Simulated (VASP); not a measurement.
# C (R3m) in VASP: notebook, part 2 of 2

VASP 6.6.1.

## (4) Single point, r2SCAN

The COD entry that gives the cell may itself be a prediction, so a difference from it is no test against experiment.

This run uses another cell than the first one, of 5.48 Å³/atom, 0.905 times its volume.

The input, POSCAR:

```
C
1.0
   -2.5113391176      0.0000000000      0.0000000000
   -1.2556695588     -2.1748834734      0.0000000000
    1.2556695588      0.7249611578     10.0359979276
C
10
Direct
    0.0315321650      0.0315321650      0.6939964950
    0.9804128355      0.9804128355      0.5406385065
    0.1179176455      0.1179176455      0.9531529365
    0.8940273550      0.8940273550      0.2814820649
    0.1591109729      0.1591109729      0.0767329186
    0.8428698964      0.8428698964      0.1280096893
    0.3820668058      0.3820668058      0.7456004174
    0.6298781947      0.6298781947      0.4890345840
    0.4340551343      0.4340551343      0.9015654028
    0.5778898662      0.5778898662      0.3330695986
```

The input, INCAR.step1:

```
PREC     = Accurate       # precision mode
ENCUT    = 520            # plane-wave cutoff, eV
ISMEAR   = 0              # smearing method
SIGMA    = 0.05           # smearing width, eV
LREAL    = False          # projectors in reciprocal space
LASPH    = True           # aspherical terms in the spheres
NELM     = 60             # most SCF steps
NBANDS   = 31             # bands
ISYM     = 0            
GGA      = PE             # functional
ALGO     = Normal         # electronic algorithm
EDIFF    = 1E-4           # SCF threshold, eV
LWAVE    = True           # write WAVECAR
LCHARG   = False          # write CHGCAR
```

The input, INCAR.step2:

```
PREC     = Accurate       # precision mode
ENCUT    = 520            # plane-wave cutoff, eV
EDIFF    = 1E-7           # SCF threshold, eV
ISMEAR   = 0              # smearing method
SIGMA    = 0.05           # smearing width, eV
LREAL    = False          # projectors in reciprocal space
LASPH    = True           # aspherical terms in the spheres
NELM     = 60             # most SCF steps
ALGO     = Normal         # electronic algorithm
ISIF     = 2              # what is computed and relaxed
LWAVE    = False          # write WAVECAR
LCHARG   = False          # write CHGCAR
METAGGA  = R2SCAN         # meta-GGA
LMIXTAU  = True         
NBANDS   = 31             # bands
ISYM     = 0            
ISTART   = 1
```

The input, KPOINTS:

```
regular mesh
0
Gamma
  10 10 3
```

Potentials or basis: VASP PAW PBE potentials, release 64 (C).

Started as:

```sh
$ cat potpaw_PBE.64/C/POTCAR > POTCAR
$ cp INCAR.step1 INCAR
$ mpirun -np 1 vasp_std > vasp.out
$ cp INCAR.step2 INCAR
$ mpirun -np 1 vasp_std > vasp.out
```

OUTCAR:

```text
PREC = Accurate
   ENCUT = 520
   EDIFF = 1E-7
   ISMEAR = 0
   LREAL = False
   LASPH = True
   NELM = 60
   ISIF = 2
   METAGGA = R2SCAN
   ISYM = 0
   ISTART = 1

 ion  position               nearest neighbor table
   1  0.032  0.032  0.694-   2 1.54   7 1.54   7 1.54   7 1.54
   2  0.980  0.980  0.541-   1 1.54   8 1.54   8 1.54   8 1.54
   3  0.118  0.118  0.953-   5 1.24   9 1.54   9 1.54   9 1.54
   4  0.894  0.894  0.281-  10 1.54  10 1.54  10 1.54   6 1.54
   5  0.159  0.159  0.077-   3 1.24   6 1.54   6 1.54   6 1.54
   6  0.843  0.843  0.128-   5 1.54   5 1.54   5 1.54   4 1.54
   7  0.382  0.382  0.746-   1 1.54   1 1.54   1 1.54   9 1.57
   8  0.630  0.630  0.489-   2 1.54   2 1.54   2 1.54  10 1.57
   9  0.434  0.434  0.902-   3 1.54   3 1.54   3 1.54   7 1.57
  10  0.578  0.578  0.333-   4 1.54   4 1.54   4 1.54   8 1.57

IMPORTANT INFORMATION: All symmetrisations will be switched off!
NOSYMM: (Re-)initialisation of all symmetry stuff for point group C_1.

----------------------------------------------------------------------------------------
[... 191 lines left out ...]
      4      -8.4992      2.00000
      5      -7.8672      2.00000
      6      -2.5598      2.00000
[... 805 lines left out ...]
     30      22.3059      0.00000
     31      22.8100      0.00000

 [... further k-points ...]

------------------------ aborting loop because EDIFF is reached ----------------------------------------

  FORCE on cell =-STRESS in cart. coord.  units (eV):
  Direction    XX          YY          ZZ          XY          YZ          ZX
  --------------------------------------------------------------------------------------
  -------------------------------------------------------------------------------------
  Total        1.0279376      1.0278468     24.4389101      0.0000789      0.0000454      0.0000787
  in kB       30.0452218     30.0425683    714.3161996      0.0023065      0.0013263      0.0023011
  external PRESSURE =     258.1346632 kB  Pullay stress =       0.0000000 kB

 VOLUME and BASIS-vectors are now :
 -----------------------------------------------------------------------------
  energy-cutoff  :      520.00
  volume of cell :       54.82
      direct lattice vectors                 reciprocal lattice vectors
    -2.511339118  0.000000000  0.000000000    -0.398193933  0.229897374  0.033213771
    -1.255669559 -2.174883473  0.000000000     0.000000000 -0.459794749  0.033213771
     1.255669559  0.724961158 10.035997928     0.000000000  0.000000000  0.099641312

 POSITION                                       TOTAL-FORCE (eV/Angst)
 -----------------------------------------------------------------------------------
      0.75265      0.43454      6.96495        -0.000016     -0.000009     -0.033709
     -3.01436     -1.74034      5.42585        -0.000014     -0.000008      0.006339
      0.75265      0.43454      9.56584         0.000054      0.000031    -14.808178
     -3.01436     -1.74034      2.82495         0.000011      0.000007     -0.071800
     -0.50302     -0.29042      0.77009        -0.000011     -0.000006     14.787162
     -3.01436     -1.74034      1.28470         0.000035      0.000020      2.630338
     -0.50302     -0.29042      7.48284        -0.000021     -0.000012      0.093310
     -1.75869     -1.01538      4.90795        -0.000040     -0.000023     -0.011199
     -0.50302     -0.29042      9.04811         0.000000      0.000000     -2.627895
     -1.75869     -1.01538      3.34269         0.000001      0.000000      0.035632
 -----------------------------------------------------------------------------------
    total drift:                               -0.000070     -0.000041     -0.003324

  FREE ENERGIE OF THE ION-ELECTRON SYSTEM (eV)
  ---------------------------------------------------
  free  energy   TOTEN  =       -96.2065360933 eV

  energy  without entropy=      -96.2065360933  energy(sigma->0) =      -96.20653609
```

Run time: 28 min. Hardware: 1 thread of Oxide Virtual Turin-like, shared host; peak memory 0.25 GiB.

What came out:

- Free energy: -96.2065 eV
- Pressure: 25.8 GPa
- Largest force: 14.808 eV/Å
- Band gap on the k mesh: 4.21 eV, indirect (least direct gap 5.05 eV)

Forces in eV/Å, atoms in the order of the input:
```
C     0.000   0.000  -0.034
C     0.000   0.000   0.006
C     0.000   0.000 -14.808
C     0.000   0.000  -0.072
C     0.000   0.000  14.787
C     0.000   0.000   2.630
C     0.000   0.000   0.093
C     0.000   0.000  -0.011
C     0.000   0.000  -2.628
C     0.000   0.000   0.036
```

Stress tensor (GPa, compression positive):
```
 3.00  0.00  0.00
 0.00  3.00  0.00
 0.00  0.00 71.43
```

Caveat: the PAW data sets were made with another functional, which shifts forces and pressure a little.

## (5) Overview

```csv
cell,gap on the mesh (eV),pressure (GPa),largest force (eV/Å)
"a = 2.511, b = 2.511, c = 11.180 Å, angles 96.4, 96.4, 60.0°, 10 atoms",2.16,-8.5,3.03
"a = 2.511, b = 2.511, c = 11.428 Å, angles 96.3, 96.3, 60.0°, 10 atoms",1.34,-8.0,3.50
"a = 2.511, b = 2.511, c = 10.140 Å, angles 97.1, 97.1, 60.0°, 10 atoms",4.21,25.8,14.81
```

Alike in all rows: task single point; level r2SCAN; potentials or basis VASP PAW PBE potentials, release 64 (C); no spin polarisation; k mesh 10 × 10 × 3; cutoff (eV) 520; smearing gaussian 0.05 eV.

Caveats: the PAW data sets were made with another functional, which shifts forces and pressure a little.

Total energies depend on the potentials used, so only differences within one code and one set of settings carry meaning.
